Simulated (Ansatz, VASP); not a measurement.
# Two plane-wave programs on PbS

File POSCAR:

```
PbS
1.0
    0.0000000000      3.3238313106      3.3238313106
    3.3238313106      0.0000000000      3.3238313106
    3.3238313106      3.3238313106      0.0000000000
Pb S
1 1
Direct
    0.0000000000      0.0000000000      0.0000000000
    0.2500000000      0.2500000000      0.2500000000
```

The input INCAR.step1:

```
SYSTEM = PbS
PREC = Accurate ; ENCUT = 520
ISMEAR = 0 ; SIGMA = 0.05
LREAL = .FALSE. ; LASPH = .TRUE.
NELM = 80 ; NBANDS = 17
GGA = PE ; ALGO = Normal
EDIFF = 1E-4 ; LWAVE = .TRUE.
LCHARG = .FALSE.
```

Contents of INCAR.step2:

```
SYSTEM = PbS
PREC = Accurate ; ENCUT = 520
EDIFF = 1E-6 ; ISMEAR = 0
SIGMA = 0.05 ; LREAL = .FALSE.
LASPH = .TRUE. ; NELM = 80
ALGO = Normal ; ISIF = 2
LWAVE = .FALSE. ; LCHARG = .FALSE.
METAGGA = R2SCAN ; LMIXTAU = .TRUE.
NBANDS = 17 ; ISTART = 1
```

KPOINTS

```
Automatic mesh
0
G
  10 10 10
  0 0 0
```

Input for Ansatz:

```yaml
crystal:
  lattice:
    - [0.0, 3.3238313106, 3.3238313106]
    - [3.3238313106, 0.0, 3.3238313106]
    - [3.3238313106, 3.3238313106, 0.0]
  atoms:
    - { symbol: Pb, position: [0.0, 0.0, 0.0] }
    - { symbol: S, position: [0.25, 0.25, 0.25] }
basis:
  ecutwfc: 500
  ecutrho_ratio: 4
kpoints:
  mp_grid: { grid: [10, 10, 10] }
hamiltonian:
  xc: r2scan
scf:
  occupations: { method: gaussian, width: 0.05 }
output:
  forces: true
  stress: true
  eigenvalues: true
  populations: true
  write_density: true
  write_potential: true
  elf: true
  volumetric_format: npy
```

Alike in both runs: task single point; functional r2SCAN; k mesh 10 × 10 × 10; occupations gaussian, width 0.05 eV; no spin polarisation.

|  | VASP | Ansatz |
| --- | --- | --- |
| version | VASP 6.6.1 | Ansatz 0.2.0 |
| potentials or method | VASP PAW PBE potentials, release 64 (Pb_d, S), cutoff 520 eV | scalar-relativistic, plane waves, PAW |
| valence electrons in the cell | 20 | 20 |

Ansatz gave:

| Quantity | Value |
| --- | --- |
| gap on the k mesh at the Fermi level (eV) | 1.04 |
| least direct gap on the mesh (eV) | 1.47 |
| pressure (GPa) | -0.8 |

Problem. Which values does VASP return?

Solution. gap on the k mesh at the Fermi level (eV): 1.05; least direct gap on the mesh (eV): 1.47; pressure (GPa): -0.8.

VASP's potentials were made for PBE, not for r2SCAN.

Neither program's run includes spin-orbit coupling.
